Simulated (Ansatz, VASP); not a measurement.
YBe in VASP and in Ansatz

INCAR

```
SYSTEM = YBe
PREC = Accurate
ENCUT = 600
EDIFF = 1E-7
ISMEAR = 0
SIGMA = 0.1
LREAL = .FALSE.
LASPH = .TRUE.
NELM = 60
ALGO = Normal
ISIF = 3
LWAVE = .FALSE.
LCHARG = .FALSE.
GGA = PE
IBRION = 2
NSW = 90
EDIFFG = -0.04
```

KPOINTS

```
regular mesh
0
G
  6 6 6
  0 0 0
```

Contents of POSCAR:

```
YBe
1.0
    3.2778242459      0.0000000000      0.0000000000
    0.0000000000      3.2778242459      0.0000000000
    0.0000000000      0.0000000000      3.2778242459
Y Be
1 1
Direct
    0.0000000000      0.0000000000      0.0000000000
    0.5000000000      0.5000000000      0.5000000000
```

Input for Ansatz:

```yaml
crystal:
  lattice:
    - [3.2778242459, 0.0, 0.0]
    - [0.0, 3.2778242459, 0.0]
    - [0.0, 0.0, 3.2778242459]
  atoms:
    - { symbol: "Y", position: [0.0, 0.0, 0.0] }
    - { symbol: Be, position: [0.5, 0.5, 0.5] }
basis:
  ecutwfc: 420
kpoints:
  mp_grid: { grid: [6, 6, 6] }
hamiltonian:
  xc: pbe
scf:
  occupations: { method: gaussian, width: 0.1 }
  lower_state_search: "off"
output:
  forces: true
  stress: true
  eigenvalues: true
relax:
  adjacent_minimum: "off"
  f_tol: 0.04
  max_steps: 70
  cell: { stress_tol: 0.4 }
```

Alike in both runs: task relaxation of cell and atoms; functional PBE; k mesh 6 × 6 × 6; occupations gaussian, width 0.1 eV; no spin polarisation.

```csv
,VASP,Ansatz
version,VASP 6.6.1,Ansatz 0.2.0
potentials or method,"VASP PAW PBE potentials, release 64 (Y_sv, Be), cutoff 600 eV","scalar-relativistic, plane waves, PAW"
valence electrons in the cell,13,13
```

|  | VASP | Ansatz | Ansatz less VASP |
| --- | --- | --- | --- |
| gap on the k mesh at the Fermi level, each at its own relaxed structure (eV) | none | none | - |
| relaxed volume (Å³/atom) | 20.00 | 20.05 | +0.053 |
| relaxed cell length with the largest relative difference (Å) | 3.420 | 3.423 | +0.0030 |

A gap of «none» marks a metal or a gap that the smearing closes.
